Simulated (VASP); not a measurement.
# KI (zincblende type) (F-43m) in VASP: notebook

KI (zincblende type) is run at these levels: PBE; tasks: single point, relaxation of cell and atoms.

Everything below comes from runs of VASP 6.6.1. Logs are shortened: lines on timing, memory, paths and dates and some standing lists are left out, and cuts for length are marked.

### 1 The cell of the first run

It takes space group F-43m (No. 216, cubic). The conventional cell has a = 7.989 Å, b = 7.989 Å, c = 7.989 Å, α = 90.00°, β = 90.00°, γ = 90.00°. Within 4.5 Å of K (site symmetry -43m) lie 4 I at 3.46 Å. I (site symmetry -43m) has 4 K at 3.46 Å within 4.5 Å.

### 2 Single point, PBE

Contents of INCAR:

```
PREC = Accurate
ENCUT = 520
EDIFF = 1E-7
ISMEAR = -1
SIGMA = 0.03
LREAL = False
LASPH = True
NELM = 100
ALGO = Normal
ISIF = 2
LWAVE = False
LCHARG = False
GGA = PE
NBANDS = 15
```

Contents of KPOINTS:

```
regular mesh
0
Gamma
  9 9 9
```

Contents of POSCAR:

```
KI
1.0
    0.0000000000      3.9945620004      3.9945620004
    3.9945620004      0.0000000000      3.9945620004
    3.9945620004      3.9945620004      0.0000000000
K I
1 1
Direct
    0.0000000000      0.0000000000      0.0000000000
    0.2500000000      0.2500000000      0.2500000000
```

Potentials or basis: VASP PAW PBE potentials, release 64 (K_sv, I).

Started as:

```
$ cat potpaw_PBE.64/K_sv/POTCAR potpaw_PBE.64/I/POTCAR > POTCAR
$ mpirun -np 1 vasp_std > vasp.out
```

OUTCAR:

```text
PREC = Accurate
   ENCUT = 520
   EDIFF = 1E-7
   ISMEAR = -1
   LREAL = False
   LASPH = True
   NELM = 100
   ISIF = 2
   GGA = PE

 ion  position               nearest neighbor table
   1  0.000  0.000  0.000-   2 3.46   2 3.46   2 3.46   2 3.46
   2  0.250  0.250  0.250-   1 3.46   1 3.46   1 3.46   1 3.46

  LATTYP: Found a face centered cubic cell.
 ALAT       =     7.9891240008

  Lattice vectors:

 A1 = (   0.0000000000,   3.9945620004,   3.9945620004)
 A2 = (   3.9945620004,   0.0000000000,   3.9945620004)
 A3 = (   3.9945620004,   3.9945620004,   0.0000000000)

Analysis of symmetry for initial positions (statically):
=====================================================================
 Subroutine PRICEL returns:
 Original cell was already a primitive cell.

 Routine SETGRP: Setting up the symmetry group for a
 face centered cubic supercell.

 Subroutine GETGRP returns: Found 24 space group operations
 (whereof 24 operations were pure point group operations)
 out of a pool of 48 trial point group operations.

The static configuration has the point symmetry T_d .

Analysis of symmetry for dynamics (positions and initial velocities):
=====================================================================
 Subroutine PRICEL returns:
 Original cell was already a primitive cell.

 Routine SETGRP: Setting up the symmetry group for a
 face centered cubic supercell.

 Subroutine GETGRP returns: Found 24 space group operations
 (whereof 24 operations were pure point group operations)
 out of a pool of 48 trial point group operations.

The dynamic configuration has the point symmetry T_d .

 Subroutine INISYM returns: Found 24 space group operations
 (whereof 24 operations are pure point group operations),
 and found     1 'primitive' translations

----------------------------------------------------------------------------------------

                                     Primitive cell

  volume of cell :     127.4787

  direct lattice vectors                    reciprocal lattice vectors
     0.000000000  3.994562000  3.994562000    -0.125170169  0.125170169  0.125170169
     3.994562000  0.000000000  3.994562000     0.125170169 -0.125170169  0.125170169
     3.994562000  3.994562000  0.000000000     0.125170169  0.125170169 -0.125170169

  length of vectors
     5.649163757  5.649163757  5.649163757     0.216801092  0.216801092  0.216801092

  position of ions in fractional coordinates (direct lattice)
     0.000000000  0.000000000  0.000000000
     0.250000000  0.250000000  0.250000000

  ion indices of the primitive-cell ions
   primitive index   ion index
                 1           1
                 2           2

----------------------------------------------------------------------------------------

 KPOINTS: regular mesh

Automatic generation of k-mesh.
 Grid dimensions read from file:
 generate k-points for:    9    9    9

 Generating k-lattice:

  Cartesian coordinates                     Fractional coordinates (reciprocal lattice)
    -0.013907797  0.013907797  0.013907797     0.111111111  0.000000000  0.000000000
     0.013907797 -0.013907797  0.013907797     0.000000000  0.111111111  0.000000000
     0.013907797  0.013907797 -0.013907797     0.000000000  0.000000000  0.111111111

  Length of vectors
     0.024089010  0.024089010  0.024089010

  Shift w.r.t. Gamma in fractional coordinates (k-lattice)
     0.000000000  0.000000000  0.000000000

 Subroutine IBZKPT returns following result:
 ===========================================

 Found     35 irreducible k-points:

 Following reciprocal coordinates:
            Coordinates               Weight
  0.000000  0.000000  0.000000      1.000000
  0.111111  0.000000  0.000000      8.000000
  0.222222  0.000000  0.000000      8.000000
  0.333333  0.000000  0.000000      8.000000
  0.444444  0.000000  0.000000      8.000000
  0.111111  0.111111  0.000000      6.000000
[... 16 lines left out ...]
 -0.333333  0.333333  0.000000     12.000000
  0.444444  0.444444  0.000000      6.000000
 [... further k-points ...]
   k-points           NKPTS =     35   k-points in BZ     NKDIM =     35   number of bands    NBANDS=     15
   number of dos      NEDOS =    301   number of ions     NIONS =      2
   total plane-waves  NPLWV =  74088
   dimension x,y,z NGX =    42 NGY =   42 NGZ =   42
   dimension x,y,z NGXF=    84 NGYF=   84 NGZF=   84
   ions per type =               1   1
   NGX,Y,Z   is equivalent  to a cutoff of  12.36, 12.36, 12.36 a.u.
   NGXF,Y,Z  is equivalent  to a cutoff of  24.72, 24.72, 24.72 a.u.
 SYSTEM =  unknown system
   PREC   = accura    normal or accurate (medium, high low for compatibility)
   ISTART =      0    job   : 0-new  1-cont  2-samecut
   ICHARG =      2    charge: 1-file 2-atom 10-const
   ISPIN  =      1    spin polarized calculation?
   LNONCOLLINEAR =      F non collinear calculations
   LSORBIT =      F    spin-orbit coupling
   LASPH  =      T    aspherical Exc in radial PAW
   ENCUT  =  520.0 eV  38.22 Ry    6.18 a.u.  10.50 10.50 10.50*2*pi/ulx,y,z
   NELM   =    100;   NELMIN=  2; NELMDL= -5     # of ELM steps
   EDIFF  = 0.1E-06   stopping-criterion for ELM
   LREAL  =      F    real-space projection
   EDIFFG = 0.1E-05   stopping-criterion for IOM
   NSW    =      0    number of steps for IOM
   IBRION =     -1    ionic relax: 0-MD 1-quasi-New 2-CG
   NFREE  =      0    steps in history (QN), initial steepest desc. (CG)
   ISIF   =      2    stress and relaxation
   ISYM   =      2    0-nonsym 1-usesym 2-fastsym
   POTIM  = 0.5000    time-step for ionic-motion
   TEBEG  =    0.0;   TEEND  =   0.0 temperature during run
   PSTRESS=    0.0 pullay stress
   NELECT =      16.0000    total number of electrons
   NUPDOWN=      -1.0000    fix difference up-down
   EMIN   =  10.00;   EMAX   =-10.00  energy-range for DOS
   EFERMI =   0.00;   METHOD = LEGACY
   ISMEAR =    -1;   SIGMA  =   0.03  broadening in eV -4-tet -1-fermi 0-gaus
   EFERMI_NEDOS =   21; number of points for ismear=-14 and -15
   IALGO  =     38    algorithm
   IMIX   =      4    mixing-type and parameters
     AMIX     =   0.40;   BMIX     =  1.00
     AMIX_MAG =   1.60;   BMIX_MAG =  1.00
  volume/ion in A,a.u.               =      63.74       430.13
  Fermi-wavevector in a.u.,A,eV,Ry     =   0.819664  1.548940  9.141053  0.671848
  Thomas-Fermi vector in A             =   1.930509
   LORBIT       =      0    0 simple, 1 ext, 2 COOP (PROOUT), +10 PAW based schemes
   GGA     = PE    functional components
   LHFCALC =     F    Hartree Fock is set to
   AEXX    =    0.0000 exact exchange contribution
   IVDW    =     0    specifies the selected vdW correction
   LEPSILON=     F    determine dielectric tensor
   LRPA    =     F    only Hartree local field effects (RPA)
 non-spin polarized calculation
  energy-cutoff  :      520.00
  volume of cell :      127.48
 maximum number of plane-waves:      3479
 NGX is ok and might be reduce to    42
   NGX = 21   NGY = 21   NGZ = 21

 number of electron      16.0000002 magnetization

 Free energy of the ion-electron system (eV)
  ---------------------------------------------------
  ext. energy  EPLUGINS =         0.00000000
  ---------------------------------------------------
  free energy    TOTEN  =        -5.38785019 eV

  energy without entropy =       -5.38785019  energy(sigma->0) =       -5.38785019

 E-fermi :  -1.5273     XC(G=0):  -5.6634

 val. band max:       -2.2438243525   @ k =  -0.1111   0.1111   0.0000
 cond. band min:       1.6496799867   @ k =   0.0000   0.0000   0.0000
 fundamental gap:      3.8935043392
 Fermi energy:        -1.5273201174

 k-point     1 :       0.0000    0.0000    0.0000
  band No.  band energies     occupation
      1     -30.7652      2.00000
      2     -14.2566      2.00000
      3     -14.2566      2.00000
      4     -14.2566      2.00000
      5     -12.2523      2.00000
      6      -2.2464      2.00000
      7      -2.2464      2.00000
      8      -2.2464      2.00000
      9       1.6497      0.00000
     10       5.2688      0.00000
     11       5.2688      0.00000
     12       5.8617      0.00000
     13       5.8617      0.00000
     14       5.8617      0.00000
     15       6.8059      0.00000

 k-point     2 :       0.1111    0.0000    0.0000
  band No.  band energies     occupation
      1     -30.7651      2.00000
      2     -14.2626      2.00000
      3     -14.2569      2.00000
      4     -14.2569      2.00000
      5     -12.2418      2.00000
      6      -2.3114      2.00000
      7      -2.2472      2.00000
      8      -2.2472      2.00000
      9       1.8335      0.00000
     10       5.1368      0.00000
     11       5.1368      0.00000
     12       5.6777      0.00000
     13       6.0360      0.00000
     14       6.0360      0.00000
     15       6.5339      0.00000

 k-point     3 :       0.2222    0.0000    0.0000
  band No.  band energies     occupation
      1     -30.7650      2.00000
      2     -14.2775      2.00000
      3     -14.2577      2.00000
      4     -14.2577      2.00000
      5     -12.2156      2.00000
      6      -2.4579      2.00000
      7      -2.2496      2.00000
      8      -2.2496      2.00000
      9       2.3020      0.00000
     10       4.9658      0.00000
     11       4.9658      0.00000
     12       5.2336      0.00000
     13       6.1589      0.00000
     14       6.2242      0.00000
     15       6.2242      0.00000

 k-point     4 :       0.3333    0.0000    0.0000
  band No.  band energies     occupation
      1     -30.7649      2.00000
      2     -14.2941      2.00000
      3     -14.2586      2.00000
      4     -14.2586      2.00000
      5     -12.1863      2.00000
      6      -2.6003      2.00000
      7      -2.2524      2.00000
      8      -2.2524      2.00000
      9       2.8628      0.00000
     10       4.6946      0.00000
     11       4.8723      0.00000
     12       4.8723      0.00000
     13       6.1588      0.00000
     14       6.2266      0.00000
     15       6.2266      0.00000
[... 307 lines left out ...]
 k-point    22 :      -0.4444    0.3333    0.0000
  band No.  band energies     occupation
      1     -30.7646      2.00000
      2     -14.3132      2.00000
      3     -14.2647      2.00000
      4     -14.2618      2.00000
      5     -12.1406      2.00000
      6      -2.6305      2.00000
      7      -2.4016      2.00000
      8      -2.2882      2.00000
      9       3.2871      0.00000
     10       4.0733      0.00000
     11       5.0686      0.00000
     12       5.4666      0.00000
     13       6.1473      0.00000
     14       6.5131      0.00000
     15       6.7177      0.00000

 k-point    23 :      -0.3333    0.3333    0.0000
  band No.  band energies     occupation
      1     -30.7647      2.00000
      2     -14.3114      2.00000
      3     -14.2656      2.00000
      4     -14.2610      2.00000
      5     -12.1435      2.00000
      6      -2.5589      2.00000
      7      -2.4821      2.00000
      8      -2.2745      2.00000
      9       3.5008      0.00000
     10       4.0461      0.00000
     11       4.9423      0.00000
     12       5.1224      0.00000
     13       6.1688      0.00000
     14       6.5009      0.00000
     15       6.7876      0.00000

 k-point    24 :       0.4444    0.4444    0.0000
  band No.  band energies     occupation
      1     -30.7646      2.00000
      2     -14.3147      2.00000
      3     -14.2627      2.00000
      4     -14.2627      2.00000
      5     -12.1398      2.00000
      6      -2.7004      2.00000
      7      -2.3031      2.00000
      8      -2.3031      2.00000
      9       3.0459      0.00000
     10       4.0103      0.00000
     11       5.2732      0.00000
     12       6.0733      0.00000
     13       6.0733      0.00000
     14       6.4307      0.00000
     15       6.6505      0.00000

 [... further k-points ...]

------------------------ aborting loop because EDIFF is reached ----------------------------------------

  FORCE on cell =-STRESS in cart. coord.  units (eV):
  Direction    XX          YY          ZZ          XY          YZ          ZX
  --------------------------------------------------------------------------------------
  -------------------------------------------------------------------------------------
  Total        0.0129421      0.0129421      0.0129421      0.0000000      0.0000000      0.0000000
  in kB        0.1626587      0.1626587      0.1626587      0.0000000      0.0000000      0.0000000
  external PRESSURE =       0.1626587 kB  Pullay stress =       0.0000000 kB

 VOLUME and BASIS-vectors are now :
 -----------------------------------------------------------------------------
  energy-cutoff  :      520.00
  volume of cell :      127.48
      direct lattice vectors                 reciprocal lattice vectors
     0.000000000  3.994562000  3.994562000    -0.125170169  0.125170169  0.125170169
     3.994562000  0.000000000  3.994562000     0.125170169 -0.125170169  0.125170169
     3.994562000  3.994562000  0.000000000     0.125170169  0.125170169 -0.125170169

 POSITION                                       TOTAL-FORCE (eV/Angst)
 -----------------------------------------------------------------------------------
      0.00000      0.00000      0.00000        -0.000000     -0.000000     -0.000000
      1.99728      1.99728      1.99728         0.000000      0.000000      0.000000
 -----------------------------------------------------------------------------------
    total drift:                               -0.000000     -0.000000     -0.000000

  FREE ENERGIE OF THE ION-ELECTRON SYSTEM (eV)
  ---------------------------------------------------
  free  energy   TOTEN  =        -5.3878501906 eV

  energy  without entropy=       -5.3878501905  energy(sigma->0) =       -5.38785019
```

It took 63 s on 1 thread of Intel Xeon Platinum 8259CL at 2.50GHz (Skylake/Cascade Lake), shared host; peak memory 0.28 GiB.

What came out:

- Free energy: -5.3879 eV
- Pressure: 0.0 GPa
- Band gap on the k mesh: 3.89 eV, indirect (the least direct gap lies 2.6 meV higher)

Caveat: spin-orbit coupling is left out, which moves the levels of the heavy elements. A k mesh can miss the band edges.

### 3 Single point, PBE (volume scaled by 1.025)

Contents of INCAR:

```
  PREC = Accurate
  ENCUT = 520
  EDIFF = 1E-7
  ISMEAR = -1
  SIGMA = 0.03
  LREAL = F
  LASPH = T
  NELM = 60
  ALGO = Normal
  ISIF = 2
  LWAVE = F
  LCHARG = F
  GGA = PE
  NBANDS = 15
```

Contents of KPOINTS:

```
Automatic mesh
0
Gamma
  9 9 9
```

Contents of POSCAR:

```
KI
1.0
    0.0000000000      4.0275764067      4.0275764067
    4.0275764067      0.0000000000      4.0275764067
    4.0275764067      4.0275764067      0.0000000000
K I
1 1
Direct
    0.0000000000      0.0000000000      0.0000000000
    0.2500000000      0.2500000000      0.2500000000
```

Potentials or basis: VASP PAW PBE potentials, release 64 (K_sv, I).

Started as:

```
$ cat potpaw_PBE.64/K_sv/POTCAR potpaw_PBE.64/I/POTCAR > POTCAR
$ mpirun -np 1 vasp_std > vasp.out
```

It took 65 s on 1 thread of Intel Xeon Platinum 8259CL at 2.50GHz (Skylake/Cascade Lake), shared host; peak memory 0.28 GiB.

Results (log left out):

```
Free energy            : -5.3866 eV
Pressure               : -0.2 GPa
Band gap on the k mesh : 3.85 eV, indirect (the least direct gap lies 2.0 meV higher)
```

Levels at points of the mesh, in eV from the valence-band top:
```csv
k point,band 6,band 7,band 8,band 9,band 10,band 11
"(0.00, 0.00, 0.00)",0.00,0.00,0.00,3.85,7.48,7.48
```

Caveat: spin-orbit coupling is left out, which moves the levels of the heavy elements. A k mesh can miss the band edges.

(Part 1 of 2 ends here.)
